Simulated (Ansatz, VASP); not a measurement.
ZnO: VASP beside Ansatz

```
CELL_PARAMETERS angstrom
3.27910 0.00000 0.00000
0.00000 5.29399 0.00000
0.00000 0.00000 19.78640
ATOMIC_POSITIONS crystal
Zn 0.00000 0.08610 0.42733
Zn 0.50000 0.55953 0.43794
Zn 0.50000 0.05953 0.56206
Zn 0.00000 0.58610 0.57267
O 0.00000 0.42797 0.40334
O 0.50000 0.92640 0.45447
O 0.50000 0.42640 0.54553
O 0.00000 0.92797 0.59666
```

Alike in both runs: task single point; functional PBE; k mesh 9 × 6 × 1; occupations fermi-dirac, width 0.02 eV; no spin polarisation.

```csv
,VASP,Ansatz
version,VASP 6.6.1,Ansatz 0.2.0
potentials or method,"VASP PAW PBE potentials, release 64 (Zn, O)","PAW with Ansatz's default frozen-core files, scalar-relativistic"
plane-wave cutoff (eV),520,420
valence electrons in the cell,72,72
```

|  | VASP | Ansatz | Ansatz less VASP |
| --- | --- | --- | --- |
| gap on the k mesh at the Fermi level (eV) | 1.31 | 1.32 | +0.008 |
| rms of the force components (eV/Å) | 0.035 | 0.003 | -0.0315 |

Ansatz's warnings: structure snapped to symmetry.
